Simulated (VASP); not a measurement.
Input of a VASP 6.6.1 run:

File INCAR:

```
  ALGO = Normal
  EDIFF = 1E-7
  ENCUT = 520
  GGA = PE
  ISIF = 2
  ISMEAR = 0
  LASPH = True
  LCHARG = False
  LREAL = False
  LWAVE = False
  NBANDS = 30
  NELM = 100
  PREC = Accurate
  SIGMA = 0.02
```

Contents of KPOINTS:

```
k-points
0
Gamma
  8 4 4
```

The input POSCAR:

```
Al3S4I
1.0
    3.6146868587      0.0000000000      0.0000000000
    0.0000000000      9.4105084057      0.0000000000
    0.0000000000      0.0000000000      7.4016272583
Al S I
3 4 1
Direct
    0.0000000000      0.8341686466      0.4328024314
    0.5000000000      0.5000000000      0.6166181178
    0.0000000000      0.1658313534      0.4328024314
    0.0000000000      0.0000000000      0.2264699990
    0.5000000000      0.6845821280      0.4019423768
    0.0000000000      0.5000000000      0.7872604209
    0.5000000000      0.3154178720      0.4019423768
    0.5000000000      0.0000000000      0.7001628759
```

Potentials or basis: VASP PAW PBE potentials, release 64 (Al, S, I).

Launch:

```sh
$ cat potpaw_PBE.64/Al/POTCAR potpaw_PBE.64/S/POTCAR potpaw_PBE.64/I/POTCAR > POTCAR
$ mpirun -np 1 vasp_std > vasp.out
```

Problem. Predict the largest force.

Solution. 0.021 eV/Å.

Problem. Predict the band gap on the k mesh.

Solution. 0.64 eV (least direct gap 1.50 eV).

Problem. Predict the pressure.

Solution. -0.1 GPa.

Forces in eV/Å, atoms in the order of the input:
```
Al   0.000 -0.003 -0.018
Al   0.000  0.000  0.019
Al   0.000  0.003 -0.018
S    0.000  0.000  0.021
S    0.000  0.005  0.008
S    0.000  0.000 -0.020
S    0.000 -0.005  0.008
I    0.000  0.000  0.001
```

Caveat: semilocal functionals underestimate gaps, and a narrow one can read as zero; spin-orbit coupling is left out, which moves the levels of the heavy elements; this functional lacks dispersion, which binds layers or chains, so the pressure and a relaxed spacing across them are unreliable. A k mesh can miss the band edges.
